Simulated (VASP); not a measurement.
A run of VASP 6.6.1:

INCAR

```
  ALGO = Normal
  EDIFF = 1E-6
  ENCUT = 520
  GGA = PE
  ISIF = 2
  ISMEAR = 0
  LASPH = True
  LCHARG = False
  LREAL = False
  LWAVE = False
  NBANDS = 8
  NELM = 60
  PREC = Accurate
  SIGMA = 0.15
```

File KPOINTS:

```
k-points
0
Gamma
  20 20 20
```

POSCAR

```
Al
1.0
    0.0000000000      2.0239800000      1.9025412000
    2.0239800000      0.0000000000      1.9025412000
    2.0239800000      2.0239800000      0.0000000000
Al
1
Direct
    0.0000000000      0.0000000000      0.0000000000
```

Potentials or basis: VASP PAW PBE potentials, release 64 (Al).

The run is started by

```bash
$ cat potpaw_PBE.64/Al/POTCAR > POTCAR
$ mpirun -np 1 vasp_std > vasp.out
```

Hardware: 1 thread of Intel(R) Xeon(R) 6975P-C (Granite Rapids), with other jobs on the host.

Problem. Estimate the wall time of this run.

Solution. It took 20 s on 1 thread of Intel(R) Xeon(R) 6975P-C (Granite Rapids), on a shared host, peak memory 0.18 GiB. Counts: scf iterations 10, k points 641.
